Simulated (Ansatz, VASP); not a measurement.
**Mn: VASP beside Ansatz**

```
Mn
1.0
     3.91757    0.00000    0.00000
    -1.95879    3.39272    0.00000
     0.00000    0.00000    2.46488
Mn
3
Direct
  0.00000 0.00000 0.00000
  0.33333 0.66667 0.50000
  0.66667 0.33333 0.50000
```

Alike in both runs: task single point; functional LDA; k mesh 11 × 11 × 15; occupations fermi-dirac, width 0.1 eV; no spin polarisation.

|  | VASP | Ansatz |
| --- | --- | --- |
| version | VASP 6.6.1 | Ansatz 0.2.0 |
| potentials or method | VASP PAW LDA potentials, release 64 (Mn_pv), cutoff 520 eV | plane waves (420 eV) with PAW, scalar-relativistic |
| valence electrons in the cell | 39 | 45 |

VASP gave:

| Quantity | Value |
| --- | --- |
| pressure (GPa) | -20.7 |
| traceless stress, the component that is largest in VASP (GPa) | 0.92 |

Which values does Ansatz return?

Pressure (GPa): -21.1; traceless stress, the component that is largest in VASP (GPa): 1.05.

Ansatz warns that its potentials were made for another functional, while VASP's fit it. LDA's correlation is that of Perdew and Zunger in VASP and of Perdew and Wang (1992) in Ansatz. VASP's potentials hold 39 valence electrons a cell and Ansatz's 45, so a difference there can come from the potentials and not from the codes.
